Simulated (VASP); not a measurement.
Wanted: the native input for a VASP 6.6.1 run.

- Task: single point
- Functional: LDA
- Potentials or basis: VASP PAW LDA potentials, release 64 (Sn_d, O)
- Cutoff: 520 eV
- k mesh: 10 × 10 × 8
- Occupations: gaussian, width 0.15 eV
- Spin: no spin polarisation
- Dipole correction: no
- Further INCAR settings: ALGO = Normal; EDIFF = 1e-06; NBANDS = 28

The structure of SnO lies in POSCAR:

```
SnO
1.0
    3.6790000000      0.0000000000      0.0000000000
    0.0000000000      3.6790000000      0.0000000000
    0.0000000000      0.0000000000      4.8415000000
Sn O
2 2
Direct
    0.0000000000      0.5000000000      0.2457459271
    0.5000000000      0.0000000000      0.7542540729
    0.0000000000      0.0000000000      0.0000000000
    0.5000000000      0.5000000000      0.0000000000
```

The input as run:

INCAR

```
PREC     = Accurate       # precision mode
ENCUT    = 520            # plane-wave cutoff, eV
EDIFF    = 1E-6           # SCF threshold, eV
ISMEAR   = 0              # smearing method
SIGMA    = 0.15           # smearing width, eV
LREAL    = False          # projectors in reciprocal space
LASPH    = True           # aspherical terms in the spheres
NELM     = 80             # most SCF steps
ALGO     = Normal         # electronic algorithm
ISIF     = 2              # what is computed and relaxed
LWAVE    = False          # write WAVECAR
LCHARG   = True           # write CHGCAR
GGA      = CA             # functional
LELF     = True           # ELF
LVHAR    = True         
NBANDS   = 28             # bands
```

KPOINTS

```
Automatic mesh
0
Gamma
  10 10 8
```

Potentials or basis: VASP PAW LDA potentials, release 64 (Sn_d, O).

Launch:

```sh
$ cat potpaw_LDA.64/Sn_d/POTCAR potpaw_LDA.64/O/POTCAR > POTCAR
$ mpirun -np 1 vasp_std > vasp.out
```

Results of the run:

```
Pressure               : 2.2 GPa
Largest force          : 0.077 eV/Å
Band gap on the k mesh : zero (bands 20 and 21 overlap by 0.57 eV)
```

Caveat: the stress differs along the axes, from -2 to 4 GPa; semilocal functionals underestimate gaps, and a narrow one can read as zero; spin-orbit coupling is left out, which moves the levels of the heavy elements.

It took 68 s on 1 thread of Intel(R) Xeon(R) 6975P-C (Granite Rapids), with other jobs on the host, peak memory 0.26 GiB.
